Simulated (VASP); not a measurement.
# Nb (Fm-3m) in VASP: a series of runs, part 2 of 2

VASP 6.6.1. The steps go on from the part before.

**5. Single point, b88 exchange, pbe correlation, collinear spin (19.30 Å³/atom)**

This run uses another cell than the first one, of 19.30 Å³/atom.

INCAR

```
PREC = Accurate ; ENCUT = 500
EDIFF = 1E-6 ; ISMEAR = 0
SIGMA = 0.15 ; LREAL = F
LASPH = T ; NELM = 200
ALGO = Normal ; ISIF = 2
LWAVE = F ; LCHARG = T
ISPIN = 2 ; MAGMOM = 0.5
LORBIT = 11 ; LMAXMIX = 4
GGA = LIBXC ; LIBXC1 = GGA_X_B88
LIBXC2 = GGA_C_PBE ; LELF = T
LVHAR = T ; NBANDS = 16
GGA_COMPAT = F
```

KPOINTS

```
Automatic mesh
0
Gamma
  11 11 11
```

POSCAR

```
Nb
1.0
    0.0000000000      2.1290070307      2.1290070307
    2.1290070307      0.0000000000      2.1290070307
    2.1290070307      2.1290070307      0.0000000000
Nb
1
Direct
    0.0000000000      0.0000000000      0.0000000000
```

Potentials or basis: VASP PAW PBE potentials, release 64 (Nb_sv).

On the command line:

```
> cat potpaw_PBE.64/Nb_sv/POTCAR > POTCAR
> mpirun -np 1 vasp_std > vasp.out
```

OUTCAR:

```text
PREC = Accurate
   ENCUT = 500
   EDIFF = 1E-6
   ISMEAR = 0
   LREAL = F
   LASPH = T
   NELM = 200
   ISIF = 2
   ISPIN = 2
   LORBIT = 11
   GGA = LIBXC

 ion  position               nearest neighbor table
   1  0.000  0.000  0.000-

  LATTYP: Found a face centered cubic cell.
 ALAT       =     4.2580140614

  Lattice vectors:

 A1 = (   0.0000000000,   2.1290070307,   2.1290070307)
 A2 = (   2.1290070307,   0.0000000000,   2.1290070307)
 A3 = (   2.1290070307,   2.1290070307,   0.0000000000)

Analysis of symmetry for initial positions (statically):
=====================================================================
 Subroutine PRICEL returns:
 Original cell was already a primitive cell.

 Routine SETGRP: Setting up the symmetry group for a
 face centered cubic supercell.

 Subroutine GETGRP returns: Found 48 space group operations
 (whereof 48 operations were pure point group operations)
 out of a pool of 48 trial point group operations.

The static configuration has the point symmetry O_h .

Analysis of symmetry for dynamics (positions and initial velocities):
=====================================================================
 Subroutine PRICEL returns:
 Original cell was already a primitive cell.

 Routine SETGRP: Setting up the symmetry group for a
 face centered cubic supercell.

 Subroutine GETGRP returns: Found 48 space group operations
 (whereof 48 operations were pure point group operations)
 out of a pool of 48 trial point group operations.

The dynamic configuration has the point symmetry O_h .

Analysis of structural, dynamic, and magnetic symmetry:
=====================================================================
 Subroutine PRICEL returns:
 Original cell was already a primitive cell.

 Routine SETGRP: Setting up the symmetry group for a
 face centered cubic supercell.

 Subroutine GETGRP returns: Found 48 space group operations
[... 135 lines left out ...]
  volume of cell :       19.30
 maximum number of plane-waves:       531
 NGX is ok and might be reduce to    24
   NGX = 11   NGY = 11   NGZ = 11

 number of electron      13.0000000 magnetization      -0.0002627

 number of electron      13.0000000 magnetization       0.0001628

 Free energy of the ion-electron system (eV)
  ---------------------------------------------------
  ext. energy  EPLUGINS =         0.00000000
  ---------------------------------------------------
  free energy    TOTEN  =        -9.78648880 eV

  energy without entropy =       -9.76942116  energy(sigma->0) =       -9.77795498

 E-fermi :  10.5762     XC(G=0): -12.1650

 val. band max:       10.5540580893   @ k =   0.3636   0.2727   0.0909
 cond. band min:      10.5934689177   @ k =  -0.4545   0.2727   0.0000
 fundamental gap:      0.0394108284
 Fermi energy:        10.5761988093

 spin component 1

 k-point     1 :       0.0000    0.0000    0.0000
  band No.  band energies     occupation
      1     -44.2836      1.00000
      2     -19.7206      1.00000
      3     -19.7206      1.00000
      4     -19.7206      1.00000
      5       4.4138      1.00000
      6      10.6599      0.21490
[... 435 lines left out ...]
      5       6.9529      1.00000
      6       9.3968      1.00000
[... 8 lines left out ...]
     15      32.2717      0.00000
     16      35.6268      0.00000

 [... further k-points ...]

 spin component 2

 k-point     1 :       0.0000    0.0000    0.0000
  band No.  band energies     occupation
      1     -44.2837      1.00000
      2     -19.7206      1.00000
      3     -19.7206      1.00000
      4     -19.7206      1.00000
      5       4.4137      1.00000
      6      10.6600      0.21465
[... 435 lines left out ...]
      5       6.9528      1.00000
      6       9.3969      1.00000
[... 8 lines left out ...]
     15      32.2717      0.00000
     16      35.6269      0.00000

 [... further k-points ...]

------------------------ aborting loop because EDIFF is reached ----------------------------------------

  FORCE on cell =-STRESS in cart. coord.  units (eV):
  Direction    XX          YY          ZZ          XY          YZ          ZX
  --------------------------------------------------------------------------------------
  -------------------------------------------------------------------------------------
  Total       -0.6542201     -0.6542201     -0.6542201     -0.0000000     -0.0000000      0.0000000
  in kB      -54.3091748    -54.3091748    -54.3091748     -0.0000000     -0.0000000      0.0000000
  external PRESSURE =     -54.3091748 kB  Pullay stress =       0.0000000 kB

 VOLUME and BASIS-vectors are now :
 -----------------------------------------------------------------------------
  energy-cutoff  :      500.00
  volume of cell :       19.30
      direct lattice vectors                 reciprocal lattice vectors
     0.000000000  2.129007031  2.129007031    -0.234851268  0.234851268  0.234851268
     2.129007031  0.000000000  2.129007031     0.234851268 -0.234851268  0.234851268
     2.129007031  2.129007031  0.000000000     0.234851268  0.234851268 -0.234851268

 POSITION                                       TOTAL-FORCE (eV/Angst)
 -----------------------------------------------------------------------------------
      0.00000      0.00000      0.00000         0.000000     -0.000000     -0.000000
 -----------------------------------------------------------------------------------
    total drift:                               -0.000000      0.000000      0.000000

  FREE ENERGIE OF THE ION-ELECTRON SYSTEM (eV)
  ---------------------------------------------------
  free  energy   TOTEN  =        -9.7864888044 eV

  energy  without entropy=       -9.7694211644  energy(sigma->0) =       -9.77795498

 total charge

# of ion       s       p       d       tot
------------------------------------------
    1        2.219   5.996   2.403  10.618

 magnetization (x)

# of ion       s       p       d       tot
------------------------------------------
    1       -0.000   0.000   0.000   0.000
```

OSZICAR:

```text
N       E                     dE             d eps       ncg     rms          rms(c)
DAV:   1     0.114092328476E+03    0.11409E+03   -0.66879E+03  3600   0.782E+02
DAV:   2    -0.638400971334E+01   -0.12048E+03   -0.11443E+03  4056   0.293E+02
DAV:   3    -0.100906775799E+02   -0.37067E+01   -0.36342E+01  5296   0.479E+01
DAV:   4    -0.102312933429E+02   -0.14062E+00   -0.14042E+00  4560   0.812E+00
DAV:   5    -0.102343021045E+02   -0.30088E-02   -0.30083E-02  5264   0.113E+00    0.655E+00
DAV:   6    -0.982989933282E+01    0.40440E+00   -0.41897E-01  5528   0.745E+00    0.227E+00
DAV:   7    -0.978101351624E+01    0.48886E-01   -0.13444E-01  5888   0.391E+00    0.114E+00
DAV:   8    -0.978442049452E+01   -0.34070E-02   -0.10069E-02  4304   0.984E-01    0.822E-01
DAV:   9    -0.978632288133E+01   -0.19024E-02   -0.31221E-03  4768   0.547E-01    0.256E-01
DAV:  10    -0.978648388081E+01   -0.16100E-03   -0.28788E-04  5472   0.144E-01    0.226E-02
DAV:  11    -0.978649148579E+01   -0.76050E-05   -0.14377E-05  4416   0.368E-02    0.116E-02
DAV:  12    -0.978648943781E+01    0.20480E-05   -0.35771E-06  4608   0.222E-02    0.476E-03
DAV:  13    -0.978648880442E+01    0.63339E-06   -0.54952E-07  2488   0.823E-03
   1 F= -.97864888E+01 E0= -.97779550E+01  d E =-.170676E-01  mag=     0.0000
```

Wall time 25 s (1 thread of AMD EPYC 9R45 (Zen 5), shared host); peak memory 0.13 GiB.

What came out:

| Quantity | Value |
| --- | --- |
| Free energy | -9.7865 eV |
| Pressure | -5.4 GPa |
| Net moment | 0.00 μB per cell |
| Valence electrons inside the program's atomic spheres | Nb 10.62 |

Caveat: the cell stands under tension; the PAW data sets were made with another functional, which shifts forces and pressure a little.

**6. Single point, b88 exchange, pbe correlation, collinear spin (19.68 Å³/atom)**

This run uses another cell than the first one, of 19.68 Å³/atom.

INCAR

```
ALGO = Normal
EDIFF = 1E-6
ENCUT = 500
GGA = LIBXC
GGA_COMPAT = F
ISIF = 2
ISMEAR = 0
ISPIN = 2
LASPH = T
LCHARG = F
LIBXC1 = GGA_X_B88
LIBXC2 = GGA_C_PBE
LMAXMIX = 4
LORBIT = 11
LREAL = F
LWAVE = F
MAGMOM = 0.5
NBANDS = 16
NELM = 200
PREC = Accurate
SIGMA = 0.15
```

KPOINTS

```
k-points
0
Gamma
  11 11 11
```

POSCAR

```
Nb
1.0
    0.0000000000      2.1428321391      2.1428321391
    2.1428321391      0.0000000000      2.1428321391
    2.1428321391      2.1428321391      0.0000000000
Nb
1
Direct
    0.0000000000      0.0000000000      0.0000000000
```

Potentials or basis: VASP PAW PBE potentials, release 64 (Nb_sv).

On the command line:

```
> cat potpaw_PBE.64/Nb_sv/POTCAR > POTCAR
> mpirun -np 1 vasp_std > vasp.out
```

OUTCAR:

```text
EDIFF = 1E-6
   ENCUT = 500
   GGA = LIBXC
   ISIF = 2
   ISMEAR = 0
   ISPIN = 2
   LASPH = T
   LORBIT = 11
   LREAL = F
   NELM = 200
   PREC = Accurate

 ion  position               nearest neighbor table
   1  0.000  0.000  0.000-

  LATTYP: Found a face centered cubic cell.
 ALAT       =     4.2856642782

  Lattice vectors:

 A1 = (   0.0000000000,   2.1428321391,   2.1428321391)
[... 1123 lines left out ...]
  --------------------------------------------------------------------------------------
  -------------------------------------------------------------------------------------
  Total       -0.9930186     -0.9930186     -0.9930186      0.0000000     -0.0000000      0.0000000
  in kB      -80.8487881    -80.8487881    -80.8487881      0.0000000     -0.0000000      0.0000000
  external PRESSURE =     -80.8487881 kB  Pullay stress =       0.0000000 kB

 VOLUME and BASIS-vectors are now :
 -----------------------------------------------------------------------------
  energy-cutoff  :      500.00
  volume of cell :       19.68
      direct lattice vectors                 reciprocal lattice vectors
     0.000000000  2.142832139  2.142832139    -0.233336056  0.233336056  0.233336056
     2.142832139  0.000000000  2.142832139     0.233336056 -0.233336056  0.233336056
     2.142832139  2.142832139  0.000000000     0.233336056  0.233336056 -0.233336056

 POSITION                                       TOTAL-FORCE (eV/Angst)
 -----------------------------------------------------------------------------------
      0.00000      0.00000      0.00000        -0.000000      0.000000      0.000000
 -----------------------------------------------------------------------------------
    total drift:                               -0.000000     -0.000000     -0.000000

  FREE ENERGIE OF THE ION-ELECTRON SYSTEM (eV)
  ---------------------------------------------------
  free  energy   TOTEN  =        -9.7707982690 eV

  energy  without entropy=       -9.7529116962  energy(sigma->0) =       -9.76185498

 total charge

# of ion       s       p       d       tot
------------------------------------------
    1        2.215   5.994   2.383  10.592

 magnetization (x)

# of ion       s       p       d       tot
------------------------------------------
    1       -0.000   0.000   0.000   0.000
```

OSZICAR:

```text
N       E                     dE             d eps       ncg     rms          rms(c)
DAV:   1     0.112446837409E+03    0.11245E+03   -0.66755E+03  3592   0.777E+02
DAV:   2    -0.653059330607E+01   -0.11898E+03   -0.11312E+03  3936   0.293E+02
DAV:   3    -0.100900485775E+02   -0.35595E+01   -0.34628E+01  5352   0.469E+01
DAV:   4    -0.102349124927E+02   -0.14486E+00   -0.14467E+00  4232   0.830E+00
DAV:   5    -0.102392104674E+02   -0.42980E-02   -0.42975E-02  5584   0.125E+00    0.641E+00
DAV:   6    -0.981658506841E+01    0.42263E+00   -0.43522E-01  5472   0.755E+00    0.221E+00
DAV:   7    -0.976559678014E+01    0.50988E-01   -0.13651E-01  5952   0.390E+00    0.114E+00
DAV:   8    -0.976879598897E+01   -0.31992E-02   -0.99921E-03  4264   0.981E-01    0.815E-01
DAV:   9    -0.977063904016E+01   -0.18431E-02   -0.30603E-03  4760   0.544E-01    0.252E-01
DAV:  10    -0.977079171348E+01   -0.15267E-03   -0.28086E-04  5304   0.142E-01    0.213E-02
DAV:  11    -0.977080030920E+01   -0.85957E-05   -0.15328E-05  4568   0.382E-02    0.109E-02
DAV:  12    -0.977079877281E+01    0.15364E-05   -0.40039E-06  4584   0.227E-02    0.441E-03
DAV:  13    -0.977079826896E+01    0.50384E-06   -0.54860E-07  2568   0.768E-03
   1 F= -.97707983E+01 E0= -.97618550E+01  d E =-.178866E-01  mag=     0.0001
```

stdout:

```text
POSCAR found type information on POSCAR Nb
 POSCAR found :  1 types and       1 ions
 scaLAPACK will be used
 -----------------------------------------------------------------------------
|                                                                             |
|                                                                             |
|     You enforced a specific xc type in the INCAR file but a different       |
|     I HOPE YOU KNOW WHAT YOU ARE DOING!                                     |
|                                                                             |
 -----------------------------------------------------------------------------

 LDA part: xc-table for (None,None), standard interpolation
 POSCAR, INCAR and KPOINTS ok, starting setup
 FFT: planning ... GRIDC
 FFT: planning ... GRID_SOFT
 FFT: planning ... GRID
 WAVECAR not read
 entering main loop
```

Wall time 25 s (1 thread of AMD EPYC 9R45 (Zen 5), shared host); peak memory 0.13 GiB.

Results:

```
Free energy                                           : -9.7708 eV
Pressure                                              : -8.1 GPa
Net moment                                            : 0.00 μB per cell
Valence electrons inside the program's atomic spheres : Nb 10.59
```

Caveat: the cell stands under tension; the PAW data sets were made with another functional, which shifts forces and pressure a little.

**7. The runs side by side**

| cell | gap on the mesh (eV) | pressure (GPa) | moment (μB) |
| --- | --- | --- | --- |
| a = 2.951 Å, angles 60.0°, 1 atom | none | 4.4 | 0.00 |
| a = 2.971 Å, angles 60.0°, 1 atom | none | 0.8 | 0.00 |
| a = 2.991 Å, angles 60.0°, 1 atom | none | -2.5 | 0.00 |
| a = 3.011 Å, angles 60.0°, 1 atom | none | -5.4 | 0.00 |
| a = 3.030 Å, angles 60.0°, 1 atom | none | -8.1 | 0.00 |

Alike in all rows: task single point; level b88 exchange, pbe correlation; potentials or basis VASP PAW PBE potentials, release 64 (Nb_sv); spin collinear; k mesh 11 × 11 × 11; cutoff (eV) 500; smearing gaussian 0.15 eV.

Caveats: the PAW data sets were made with another functional, which shifts forces and pressure a little; the cell stands under tension (at least some runs); the cell stands under pressure (at least some runs).

Absolute energies hang on the potentials; compare differences alone.
